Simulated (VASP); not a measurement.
# WC (Qusongite) (P-6m2) in VASP: further runs, part 2 of 2

VASP 6.6.1. The steps go on from the part before.

## (4) Relaxation of cell and atoms, BLYP+D4

This run uses another cell than the first one, of 10.38 Å³/atom, 1.020 times its volume.

INCAR reads:

```
SYSTEM = WC
PREC = Accurate
ENCUT = 600
EDIFF = 1E-6
ISMEAR = -1
SIGMA = 0.05
LREAL = .FALSE.
LASPH = .TRUE.
NELM = 100
ALGO = Normal
ISIF = 3
LWAVE = .FALSE.
LCHARG = .FALSE.
GGA = B5
ALDAX = 1.0
AGGAX = 1.0
AGGAC = 1.0
ALDAC = 0.0
IVDW = 13
VDW_S6 = 1.0
VDW_S8 = 2.34076671
VDW_A1 = 0.44488865
VDW_A2 = 4.0933009
IBRION = 2
NSW = 60
EDIFFG = -0.01
```

KPOINTS reads:

```
Automatic mesh
0
G
  10 10 9
  0 0 0
```

POSCAR reads:

```
WC
1.0
    2.9065000000      0.0000000000      0.0000000000
   -1.4532500000      2.5171028361      0.0000000000
    0.0000000000      0.0000000000      2.8366000000
W C
1 1
Direct
    0.0000000000      0.0000000000      0.0000000000
    0.6666666667      0.3333333333      0.5000000000
```

The run is started by

```bash
> cat potpaw_PBE.64/W_sv/POTCAR potpaw_PBE.64/C/POTCAR > POTCAR
> mpirun -np 1 vasp_std > vasp.out
```

Wall time 89 s (1 thread of AMD EPYC 7R13 (Zen 3), shared host); peak memory 0.14 GiB.

It converged, with:

```yaml
Free_energy: -21.8267 eV
Relaxed_volume: 10.56 Å³/atom
Relaxed_cell: a = 2.925 Å, b = 2.925 Å, c = 2.849 Å, α = 90.00°, β = 90.00°, γ = 120.00°
Space_group_after_relaxing_to_0.05_Å: P-6m2 (No. 187)
Energy_gained_by_relaxing: 3.9 meV/atom
Ionic_steps: 6
Pressure_after_relaxing: 0.0 GPa
Band_gap_on_the_k_mesh: zero (band 9 reaches 11.97 eV, above the bottom of band 10 at 10.80 eV)
Dispersion_energy_per_atom: -0.918 eV
```

The path:
| step | energy change (eV) | largest force (eV/Å) | pressure (GPa) | volume (Å³) |
| --- | --- | --- | --- | --- |
| 1 | 0.0000 | 0.0000 | 6.81 | 20.75 |
| 2 | 0.0431 | 0.0000 | -15.77 | 22.11 |
| 3 | -0.0076 | 0.0000 | -0.08 | 21.12 |
| 4 | -0.0076 | 0.0000 | -0.03 | 21.11 |
| 5 | -0.0077 | 0.0000 | 0.06 | 21.12 |
| 6 | -0.0077 | 0.0000 | 0.04 | 21.12 |

Final structure:
```cif
data_structure
_symmetry_space_group_name_H-M 'P 1'
_symmetry_Int_Tables_number 1
_cell_length_a 2.9255
_cell_length_b 2.9255
_cell_length_c 2.8491
_cell_angle_alpha 90.000
_cell_angle_beta 90.000
_cell_angle_gamma 120.000
_cell_volume 21.12
loop_
_atom_site_label
_atom_site_type_symbol
_atom_site_fract_x
_atom_site_fract_y
_atom_site_fract_z
_atom_site_occupancy
W1 W 0.00000 0.00000 0.00000 1
C1 C 0.66667 0.33333 0.50000 1
```

Levels at points of the mesh, in eV from the Fermi level:
```tsv
k point	band 5	band 6	band 7	band 8	band 9	band 10	band 11	band 12	band 13
(0.00, 0.00, 0.00)	-14.13	-4.13	-3.27	-3.27	0.11	3.11	3.11	5.45	5.45
(0.50, 0.00, 0.00)	-10.94	-6.76	-3.52	-3.40	-0.46	2.27	4.35	4.66	6.73
```

Caveat: the PAW data sets were made with another functional, which shifts forces and pressure a little; spin-orbit coupling is left out, which moves the levels of the heavy elements; pairwise dispersion overbinds metals, which lowers pressure and volume. Zero-point motion and thermal expansion aren't in these numbers.

## (5) Single point, revPBE

This run uses another cell than the first one, of 9.75 Å³/atom, 0.959 times its volume.

INCAR reads:

```
ALGO = Normal ; EDIFF = 1E-6
ENCUT = 520 ; GGA = RE
ISIF = 2 ; ISMEAR = -1
LASPH = T ; LCHARG = F
LREAL = F ; LWAVE = F
NBANDS = 16 ; NELM = 100
PREC = Accurate ; SIGMA = 0.05
```

KPOINTS reads:

```
k-points
0
Gamma
  10 10 9
```

POSCAR reads:

```
WC
1.0
    2.8471670250      0.0000000000      0.0000000000
   -1.4235835125      2.4657189725      0.0000000000
    0.0000000000      0.0000000000      2.7786939560
W C
1 1
Direct
    0.0000000000      0.0000000000      0.0000000000
    0.6666666667      0.3333333333      0.5000000000
```

The run is started by

```bash
> cat potpaw_PBE.64/W_sv/POTCAR potpaw_PBE.64/C/POTCAR > POTCAR
> mpirun -np 1 vasp_std > vasp.out
```

Run time: 13 s. Hardware: 1 thread of Intel Xeon Platinum 8259CL at 2.50GHz (Skylake/Cascade Lake), shared host; peak memory 0.15 GiB.

It converged, with:

| Property | Result |
| --- | --- |
| Free energy | -21.3977 eV |
| Pressure | 39.5 GPa |
| Band gap on the k mesh | zero (band 9 reaches 12.73 eV, above the bottom of band 10 at 11.44 eV) |

Stress tensor (GPa, compression positive):
```
38.12  0.00  0.00
 0.00 38.12  0.00
 0.00  0.00 42.36
```

Levels at points of the mesh, in eV from the Fermi level:
```csv
k point,band 5,band 6,band 7,band 8,band 9,band 10,band 11,band 12,band 13,band 14
"(0.00, 0.00, 0.00)",-14.95,-4.66,-3.58,-3.58,0.13,3.56,3.56,6.02,6.02,6.78
"(0.50, 0.00, 0.00)",-11.42,-7.31,-3.87,-3.85,-0.48,2.57,4.95,5.35,7.28,10.17
```

Caveat: the PAW data sets were made with another functional, which shifts forces and pressure a little; spin-orbit coupling is left out, which moves the levels of the heavy elements.

## (6) Single point, revPBE

This run uses another cell than the first one, of 9.96 Å³/atom, 0.980 times its volume.

INCAR reads:

```
SYSTEM = WC
PREC = Accurate
ENCUT = 520
EDIFF = 1E-7
ISMEAR = -1
SIGMA = 0.05
LREAL = .False.
LASPH = .True.
NELM = 80
ALGO = Normal
ISIF = 2
LWAVE = .False.
LCHARG = .True.
GGA = RE
LELF = .True.
LVHAR = .True.
NBANDS = 16
```

KPOINTS reads:

```
regular mesh
0
Gamma
  10 10 9
  0 0 0
```

POSCAR reads:

```
WC
1.0
    2.8672181576      0.0000000000      0.0000000000
   -1.4336090788      2.4830837627      0.0000000000
    0.0000000000      0.0000000000      2.7982628680
W C
1 1
Direct
    0.0000000000      0.0000000000      0.0000000000
    0.6666666667      0.3333333333      0.5000000000
```

Potentials or basis: VASP PAW PBE potentials, release 64 (W_sv, C).

The run is started by

```bash
> cat potpaw_PBE.64/W_sv/POTCAR potpaw_PBE.64/C/POTCAR > POTCAR
> mpirun -np 1 vasp_std > vasp.out
```

Run time: 14 s. Hardware: 1 thread of Intel Xeon Platinum 8259CL at 2.50GHz (Skylake/Cascade Lake), shared host; peak memory 0.15 GiB.

The run converged. Its results:

* Free energy: -21.4860 eV
* Pressure: 28.6 GPa
* Band gap on the k mesh: zero (band 9 reaches 12.41 eV, above the bottom of band 10 at 11.16 eV)

Stress tensor (GPa, compression positive):
```
27.73  0.00  0.00
 0.00 27.73  0.00
 0.00  0.00 30.37
```

Levels at points of the mesh, in eV from the Fermi level:
```
           k point  band 7  band 8  band 9  band 10  band 11  band 12
(0.00, 0.00, 0.00)   -3.49   -3.49    0.11     3.45     3.45     5.89
(0.50, 0.00, 0.00)   -3.78   -3.75   -0.48     2.50     4.81     5.19
```

Caveat: the PAW data sets were made with another functional, which shifts forces and pressure a little; spin-orbit coupling is left out, which moves the levels of the heavy elements.

## (7) Summary

```tsv
task	level	potentials or basis	cell	k mesh	cutoff (eV)	grid for exact exchange (PRECFOCK)	gap on the mesh (eV)	pressure (GPa)
single point	LDA	VASP PAW LDA potentials, release 64 (W_sv, C)	a = 2.887, b = 2.887, c = 2.818 Å, angles 90.0, 90.0, 120.0°, 2 atoms	10 × 10 × 9	520	-	none	1.0
single point	B3LYP	VASP PAW PBE potentials, release 64 (W_sv, C)	a = 2.936, b = 2.936, c = 2.842 Å, angles 90.0, 90.0, 120.0°, 2 atoms	5 × 5 × 5	520	Normal	none	1.5
relaxation of cell and atoms	BLYP+D4	VASP PAW PBE potentials, release 64 (W_sv, C)	relaxed from a = 2.906, b = 2.907, c = 2.837 Å, angles 90.0, 90.0, 120.0°, 2 atoms	10 × 10 × 9	600	-	none	0.0
single point	revPBE	VASP PAW PBE potentials, release 64 (W_sv, C)	a = 2.847, b = 2.847, c = 2.779 Å, angles 90.0, 90.0, 120.0°, 2 atoms	10 × 10 × 9	520	-	none	39.5
single point	revPBE	VASP PAW PBE potentials, release 64 (W_sv, C)	a = 2.867, b = 2.867, c = 2.798 Å, angles 90.0, 90.0, 120.0°, 2 atoms	10 × 10 × 9	520	-	none	28.6
```

Alike in all rows: no spin polarisation; smearing fermi-dirac 0.05 eV.

Caveats: some runs use coarse meshes; spin-orbit coupling is left out, which moves the levels of the heavy elements; the PAW data sets were made with another functional, which shifts forces and pressure a little (some runs); pairwise dispersion overbinds metals, which lowers pressure and volume (some runs).

Absolute energies hang on the potentials; compare differences alone.
